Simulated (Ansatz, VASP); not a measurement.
**One calculation of Nb3C, two programs**

Contents of INCAR:

```
SYSTEM = Nb3C
PREC = Accurate
ENCUT = 600
EDIFF = 1E-7
ISMEAR = 0
SIGMA = 0.1
LREAL = .FALSE.
LASPH = .TRUE.
NELM = 80
ALGO = Normal
ISIF = 3
LWAVE = .FALSE.
LCHARG = .FALSE.
GGA = PE
IBRION = 2
NSW = 90
EDIFFG = -0.04
```

File KPOINTS:

```
Automatic mesh
0
G
  3 3 6
  0 0 0
```

File POSCAR:

```
Nb3C
1.0
    6.0981574700      0.0000000000      0.0000000000
   -3.0490787300      5.2811592800      0.0000000000
    0.0000000000      0.0000000000      3.3984329700
Nb C
6 2
Direct
    0.2971000100      0.3829000000      0.2500000000
    0.9142000100      0.2971000100      0.7500000000
    0.6171000000      0.9142000100      0.2500000000
    0.7028999900      0.6171000000      0.7500000000
    0.0857999900      0.7028999900      0.2500000000
    0.3829000000      0.0857999900      0.7500000000
    0.6666666700      0.3333333300      0.2500000000
    0.3333333300      0.6666666700      0.7500000000
```

Input for Ansatz:

```yaml
crystal:
  lattice:
    - [6.09815747, 0.0, 0.0]
    - [-3.04907873, 5.28115928, 0.0]
    - [0.0, 0.0, 3.39843297]
  atoms:
    - { symbol: Nb, position: [0.29710001, 0.3829, 0.25] }
    - { symbol: Nb, position: [0.91420001, 0.29710001, 0.75] }
    - { symbol: Nb, position: [0.6171, 0.91420001, 0.25] }
    - { symbol: Nb, position: [0.70289999, 0.6171, 0.75] }
    - { symbol: Nb, position: [0.08579999, 0.70289999, 0.25] }
    - { symbol: Nb, position: [0.3829, 0.08579999, 0.75] }
    - { symbol: C, position: [0.66666667, 0.33333333, 0.25] }
    - { symbol: C, position: [0.33333333, 0.66666667, 0.75] }
basis:
  ecutwfc: 420
kpoints:
  mp_grid: { grid: [3, 3, 6] }
hamiltonian:
  xc: pbe
scf:
  occupations: { method: gaussian, width: 0.1 }
  lower_state_search: "off"
output:
  forces: true
  stress: true
  eigenvalues: true
relax:
  adjacent_minimum: "off"
  f_tol: 0.04
  max_steps: 70
  cell: { stress_tol: 0.4 }
```

Change from the starting cell: species swapped into the PrBr3 type (P6_3/m, No. 176).

Alike in both runs: task relaxation of cell and atoms; functional PBE; k mesh 3 × 3 × 6; occupations gaussian, width 0.1 eV; no spin polarisation.

|  | VASP | Ansatz |
| --- | --- | --- |
| version | VASP 6.6.1 | Ansatz 0.2.0 |
| potentials or method | VASP PAW PBE potentials, release 64 (Nb_sv, C), cutoff 600 eV | scalar-relativistic, plane waves, PAW |
| valence electrons in the cell | 86 | 86 |

|  | VASP | Ansatz | Ansatz less VASP |
| --- | --- | --- | --- |
| gap on the k mesh at the Fermi level, each at its own relaxed structure (eV) | none | none | - |
| relaxed volume (Å³/atom) | 15.20 | 15.20 | +0.003 |
| relaxed cell length with the largest relative difference (Å) | 3.271 | 3.272 | +0.0005 |

A gap of «none» marks a metal or a gap that the smearing closes.

The k mesh is coarse, so the values compare programs but aren't converged.
